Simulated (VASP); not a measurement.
Set up this calculation in VASP 6.6.1, as the native input.

```yaml
Task: single point
Functional: PBE
Potentials_or_basis: VASP PAW PBE potentials, release 64 (La, O)
Cutoff: 520 eV
k_mesh: 6 × 6 × 4
Occupations: gaussian, width 0.01 eV
Spin: no spin polarisation
Dipole_correction: no
Further_INCAR_settings: ALGO = Normal; EDIFF = 1e-06; NBANDS = 28
```

The structure of La2O3 lies in POSCAR:

```
La2O3
1.0
    3.9307780000      0.0000000000      0.0000000000
   -1.9653890000      3.4041530000      0.0000000000
    0.0000000000      0.0000000000      6.1119540000
La O
2 3
Direct
    0.6666666667      0.3333333333      0.7537640000
    0.3333333333      0.6666666667      0.2462360000
    0.6666666667      0.3333333333      0.3541090000
    0.3333333333      0.6666666667      0.6458910000
    0.0000000000      0.0000000000      0.0000000000
```

These files were run (other wordings do the same):

INCAR

```
SYSTEM = La2O3
PREC = Accurate
ENCUT = 520
EDIFF = 1E-6
ISMEAR = 0
SIGMA = 0.01
LREAL = .FALSE.
LASPH = .TRUE.
NELM = 100
ALGO = Normal
ISIF = 2
LWAVE = .FALSE.
LCHARG = .FALSE.
GGA = PE
NBANDS = 28
```

KPOINTS

```
Automatic mesh
0
G
  6 6 4
  0 0 0
```

Potentials or basis: VASP PAW PBE potentials, release 64 (La, O).

Launch:

```bash
$ cat potpaw_PBE.64/La/POTCAR potpaw_PBE.64/O/POTCAR > POTCAR
$ mpirun -np 1 vasp_std > vasp.out
```

Results of the run:

```json
{"Pressure": "1.6 GPa", "Largest force": "0.012 eV/Å", "Band gap on the k mesh": "3.86 eV (least direct gap 3.98 eV)"}
```

Caveat: spin-orbit coupling is left out, which moves the levels of the heavy elements.

Wall time 3 min on 1 thread of Intel Xeon 8259CL, on a shared host, peak memory 0.23 GiB.
